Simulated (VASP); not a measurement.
# C3N (P4/mmm) in VASP: single point with PBE

Aim: the single point of C3N with PBE.

All numbers are computed with VASP 6.6.1; they aren't measurements. Logs are shortened: lines on timing, memory, paths and dates and some standing lists are left out, and cuts for length are marked.

**1. The cell of the first run**

The structure is tetragonal, space group P4/mmm (No. 123). The conventional cell has a = 3.378 Å, b = 3.378 Å, c = 2.388 Å, α = 90.00°, β = 90.00°, γ = 90.00°. C (site symmetry mmm) has 10 C at 2.07 to 2.39 Å and 4 N at 2.07 Å within 2.7 Å. Within 2.7 Å of C (site symmetry 4/mmm) lie 10 C at 2.07 to 2.39 Å and 4 N at 2.39 Å. Within 2.7 Å of N (site symmetry 4/mmm) lie 12 C at 2.07 to 2.39 Å and 2 N at 2.39 Å.

**2. Single point, PBE**

File INCAR:

```
ALGO = Normal
EDIFF = 1E-7
ENCUT = 520
GGA = PE
ISIF = 2
ISMEAR = 0
LASPH = True
LCHARG = False
LREAL = False
LWAVE = False
NBANDS = 16
NELM = 100
PREC = Accurate
SIGMA = 0.1
```

File KPOINTS:

```
k-points
0
Gamma
  14 14 20
```

File POSCAR:

```
C3N
1.0
    3.3777537250      0.0000000000      0.0000000000
    0.0000000000      3.3777537250      0.0000000000
    0.0000000000      0.0000000000      2.3880730811
C N
3 1
Direct
    0.0000000000      0.5000000000      0.5000000000
    0.5000000000      0.0000000000      0.5000000000
    0.5000000000      0.5000000000      0.0000000000
    0.0000000000      0.0000000000      0.0000000000
```

Potentials or basis: VASP PAW PBE potentials, release 64 (C, N).

The run is started by

```
$ cat potpaw_PBE.64/C/POTCAR potpaw_PBE.64/N/POTCAR > POTCAR
$ mpirun -np 1 vasp_std > vasp.out
```

OUTCAR:

```text
EDIFF = 1E-7
   ENCUT = 520
   GGA = PE
   ISIF = 2
   ISMEAR = 0
   LASPH = True
   LREAL = False
   NELM = 100
   PREC = Accurate

 ion  position               nearest neighbor table
   1  0.000  0.500  0.500-   3 2.07   3 2.07   3 2.07   3 2.07
   2  0.500  0.000  0.500-   3 2.07   3 2.07   3 2.07   3 2.07
   3  0.500  0.500  0.000-   1 2.07   2 2.07   1 2.07   2 2.07   2 2.07   2 2.07   1 2.07   1 2.07

   4  0.000  0.000  0.000-

  LATTYP: Found a simple tetragonal cell.
 ALAT       =     3.3777537250
 C/A-ratio  =     0.7070003545

  Lattice vectors:

 A1 = (   3.3777537250,   0.0000000000,   0.0000000000)
 A2 = (   0.0000000000,   3.3777537250,   0.0000000000)
 A3 = (   0.0000000000,   0.0000000000,   2.3880730811)

Analysis of symmetry for initial positions (statically):
=====================================================================
 Subroutine PRICEL returns:
 Original cell was already a primitive cell.

 Routine SETGRP: Setting up the symmetry group for a
 simple tetragonal supercell.

 Subroutine GETGRP returns: Found 16 space group operations
 (whereof 16 operations were pure point group operations)
 out of a pool of 16 trial point group operations.

The static configuration has the point symmetry D_4h.

Analysis of symmetry for dynamics (positions and initial velocities):
=====================================================================
 Subroutine PRICEL returns:
 Original cell was already a primitive cell.

 Routine SETGRP: Setting up the symmetry group for a
 simple tetragonal supercell.

 Subroutine GETGRP returns: Found 16 space group operations
 (whereof 16 operations were pure point group operations)
 out of a pool of 16 trial point group operations.

The dynamic configuration has the point symmetry D_4h.

 Subroutine INISYM returns: Found 16 space group operations
 (whereof 16 operations are pure point group operations),
 and found     1 'primitive' translations

----------------------------------------------------------------------------------------

                                     Primitive cell

  volume of cell :      27.2461

  direct lattice vectors                    reciprocal lattice vectors
     3.377753725  0.000000000  0.000000000     0.296054740  0.000000000  0.000000000
     0.000000000  3.377753725  0.000000000     0.000000000  0.296054740  0.000000000
     0.000000000  0.000000000  2.388073081     0.000000000  0.000000000  0.418747654

  length of vectors
     3.377753725  3.377753725  2.388073081     0.296054740  0.296054740  0.418747654

  position of ions in fractional coordinates (direct lattice)
     0.000000000  0.500000000  0.500000000
     0.500000000  0.000000000  0.500000000
     0.500000000  0.500000000  0.000000000
     0.000000000  0.000000000  0.000000000

  ion indices of the primitive-cell ions
   primitive index   ion index
                 1           1
                 2           2
                 3           3
                 4           4

----------------------------------------------------------------------------------------

 KPOINTS: k-points

Automatic generation of k-mesh.
 Grid dimensions read from file:
 generate k-points for:   14   14   20

 Generating k-lattice:

  Cartesian coordinates                     Fractional coordinates (reciprocal lattice)
     0.021146767  0.000000000  0.000000000     0.071428571  0.000000000  0.000000000
     0.000000000  0.021146767  0.000000000     0.000000000  0.071428571  0.000000000
     0.000000000  0.000000000  0.020937383     0.000000000  0.000000000  0.050000000

  Length of vectors
     0.021146767  0.021146767  0.020937383

  Shift w.r.t. Gamma in fractional coordinates (k-lattice)
     0.000000000  0.000000000  0.000000000

 Subroutine IBZKPT returns following result:
 ===========================================

 Found    396 irreducible k-points:

 Following reciprocal coordinates:
            Coordinates               Weight
  0.000000  0.000000  0.000000      1.000000
  0.071429  0.000000  0.000000      4.000000
  0.142857  0.000000  0.000000      4.000000
  0.214286  0.000000  0.000000      4.000000
  0.285714  0.000000  0.000000      4.000000
  0.357143  0.000000  0.000000      4.000000
[... 16 lines left out ...]
  0.285714  0.214286  0.000000      8.000000
  0.357143  0.214286  0.000000      8.000000
 [... further k-points ...]
   k-points           NKPTS =    396   k-points in BZ     NKDIM =    396   number of bands    NBANDS=     16
   number of dos      NEDOS =    301   number of ions     NIONS =      4
   total plane-waves  NPLWV =  14112
   dimension x,y,z NGX =    28 NGY =   28 NGZ =   18
   dimension x,y,z NGXF=    56 NGYF=   56 NGZF=   36
   ions per type =               3   1
   NGX,Y,Z   is equivalent  to a cutoff of  13.78, 13.78, 12.53 a.u.
   NGXF,Y,Z  is equivalent  to a cutoff of  27.56, 27.56, 25.06 a.u.
 SYSTEM =  unknown system
   PREC   = accura    normal or accurate (medium, high low for compatibility)
   ISTART =      0    job   : 0-new  1-cont  2-samecut
   ICHARG =      2    charge: 1-file 2-atom 10-const
   ISPIN  =      1    spin polarized calculation?
   LNONCOLLINEAR =      F non collinear calculations
   LSORBIT =      F    spin-orbit coupling
   LASPH  =      T    aspherical Exc in radial PAW
   ENCUT  =  520.0 eV  38.22 Ry    6.18 a.u.   6.28  6.28  4.44*2*pi/ulx,y,z
   NELM   =    100;   NELMIN=  2; NELMDL= -5     # of ELM steps
   EDIFF  = 0.1E-06   stopping-criterion for ELM
   LREAL  =      F    real-space projection
   EDIFFG = 0.1E-05   stopping-criterion for IOM
   NSW    =      0    number of steps for IOM
   IBRION =     -1    ionic relax: 0-MD 1-quasi-New 2-CG
   NFREE  =      0    steps in history (QN), initial steepest desc. (CG)
   ISIF   =      2    stress and relaxation
   ISYM   =      2    0-nonsym 1-usesym 2-fastsym
   POTIM  = 0.5000    time-step for ionic-motion
   TEBEG  =    0.0;   TEEND  =   0.0 temperature during run
   PSTRESS=    0.0 pullay stress
   NELECT =      17.0000    total number of electrons
   NUPDOWN=      -1.0000    fix difference up-down
   EMIN   =  10.00;   EMAX   =-10.00  energy-range for DOS
   EFERMI =   0.00;   METHOD = LEGACY
   ISMEAR =     0;   SIGMA  =   0.10  broadening in eV -4-tet -1-fermi 0-gaus
   EFERMI_NEDOS =   21; number of points for ismear=-14 and -15
   IALGO  =     38    algorithm
   IMIX   =      4    mixing-type and parameters
     AMIX     =   0.40;   BMIX     =  1.00
     AMIX_MAG =   1.60;   BMIX_MAG =  1.00
  volume/ion in A,a.u.               =       6.81        45.97
  Fermi-wavevector in a.u.,A,eV,Ry     =   1.398911  2.643558 26.625931  1.956951
  Thomas-Fermi vector in A             =   2.522022
   LORBIT       =      0    0 simple, 1 ext, 2 COOP (PROOUT), +10 PAW based schemes
   GGA     = PE    functional components
   LHFCALC =     F    Hartree Fock is set to
   AEXX    =    0.0000 exact exchange contribution
   IVDW    =     0    specifies the selected vdW correction
   LEPSILON=     F    determine dielectric tensor
   LRPA    =     F    only Hartree local field effects (RPA)
 non-spin polarized calculation
 Gauss-broadening in eV      SIGMA  =   0.10
  energy-cutoff  :      520.00
  volume of cell :       27.25
 maximum number of plane-waves:       768
 NGX is ok and might be reduce to    28
   NGX = 13   NGY = 13   NGZ =  9

 number of electron      16.9999998 magnetization

 Free energy of the ion-electron system (eV)
  ---------------------------------------------------
  ext. energy  EPLUGINS =         0.00000000
  ---------------------------------------------------
  free energy    TOTEN  =       -18.88257770 eV

  energy without entropy =      -18.87483850  energy(sigma->0) =      -18.87870810

 E-fermi :   7.8852     XC(G=0): -13.0643

 val. band max:        7.8828457017   @ k =   0.5000   0.1429   0.3000
 cond. band min:       7.8883094147   @ k =   0.5000   0.0714   0.5000
 fundamental gap:      0.0054637130
 Fermi energy:         7.8851712286

 k-point     1 :       0.0000    0.0000    0.0000
  band No.  band energies     occupation
      1     -12.1566      2.00000
      2      -3.2734      2.00000
      3      -0.8253      2.00000
      4      -0.8253      2.00000
      5      -0.5391      2.00000
      6       5.8264      2.00000
[... 8 lines left out ...]
     15      16.2366      0.00000
     16      16.2366      0.00000

 k-point     2 :       0.0714    0.0000    0.0000
  band No.  band energies     occupation
      1     -12.1036      2.00000
      2      -3.6240      2.00000
      3      -1.4076      2.00000
      4      -0.7709      2.00000
      5       0.5045      2.00000
      6       5.3054      2.00000
[... 8 lines left out ...]
     15      16.1165      0.00000
     16      16.2287      0.00000

 k-point     3 :       0.1429    0.0000    0.0000
  band No.  band energies     occupation
      1     -11.9449      2.00000
      2      -4.4989      2.00000
      3      -1.5864      2.00000
      4      -0.6083      2.00000
      5       1.8787      2.00000
      6       4.4809      2.00000
[... 8 lines left out ...]
     15      15.7662      0.00000
     16      16.2085      0.00000

 k-point     4 :       0.2143    0.0000    0.0000
  band No.  band energies     occupation
      1     -11.6832      2.00000
      2      -5.5367      2.00000
      3      -1.4936      2.00000
      4      -0.3394      2.00000
      5       3.1677      2.00000
      6       3.8611      2.00000
[... 8 lines left out ...]
     15      15.4295      0.00000
     16      16.1790      0.00000
[... 324 lines left out ...]
 k-point    22 :       0.2143    0.2143    0.0000
  band No.  band energies     occupation
      1     -11.2151      2.00000
      2      -5.6009      2.00000
      3      -4.1718      2.00000
      4       0.7542      2.00000
      5       3.1270      2.00000
      6       4.3120      2.00000
[... 8 lines left out ...]
     15      15.1640      0.00000
     16      15.2821      0.00000

 k-point    23 :       0.2857    0.2143    0.0000
  band No.  band energies     occupation
      1     -10.8620      2.00000
      2      -6.2383      2.00000
      3      -4.2529      2.00000
      4      -0.1521      2.00000
      5       3.6928      2.00000
      6       5.4892      2.00000
[... 8 lines left out ...]
     15      14.5320      0.00000
     16      15.2413      0.00000

 k-point    24 :       0.3571    0.2143    0.0000
  band No.  band energies     occupation
      1     -10.4322      2.00000
      2      -7.0606      2.00000
      3      -3.9482      2.00000
      4      -1.0056      2.00000
      5       4.0972      2.00000
      6       6.4706      2.00000
[... 8 lines left out ...]
     15      13.9086      0.00000
     16      15.2465      0.00000

 [... further k-points ...]

------------------------ aborting loop because EDIFF is reached ----------------------------------------

  FORCE on cell =-STRESS in cart. coord.  units (eV):
  Direction    XX          YY          ZZ          XY          YZ          ZX
  --------------------------------------------------------------------------------------
  -------------------------------------------------------------------------------------
  Total        0.0069588      0.0069588      0.0037719      0.0000000     -0.0000000      0.0000000
  in kB        0.4092065      0.4092065      0.2218012      0.0000000     -0.0000000      0.0000000
  external PRESSURE =       0.3467380 kB  Pullay stress =       0.0000000 kB

 VOLUME and BASIS-vectors are now :
 -----------------------------------------------------------------------------
  energy-cutoff  :      520.00
  volume of cell :       27.25
      direct lattice vectors                 reciprocal lattice vectors
     3.377753725  0.000000000  0.000000000     0.296054740  0.000000000  0.000000000
     0.000000000  3.377753725  0.000000000     0.000000000  0.296054740  0.000000000
     0.000000000  0.000000000  2.388073081     0.000000000  0.000000000  0.418747654

 POSITION                                       TOTAL-FORCE (eV/Angst)
 -----------------------------------------------------------------------------------
      0.00000      1.68888      1.19404         0.000000      0.000000      0.000000
      1.68888      0.00000      1.19404         0.000000      0.000000      0.000000
      1.68888      1.68888      0.00000         0.000000      0.000000      0.000000
      0.00000      0.00000      0.00000         0.000000      0.000000      0.000000
 -----------------------------------------------------------------------------------
    total drift:                                0.000000      0.000000      0.000000

  FREE ENERGIE OF THE ION-ELECTRON SYSTEM (eV)
  ---------------------------------------------------
  free  energy   TOTEN  =       -18.8825776996 eV

  energy  without entropy=      -18.8748384953  energy(sigma->0) =      -18.87870810
```

It took 51 s on 1 thread of Intel Xeon 6975P-C (Granite Rapids), shared host; peak memory 0.25 GiB.

Results:

```yaml
Free_energy: -18.8826 eV
Pressure: 0.0 GPa
```
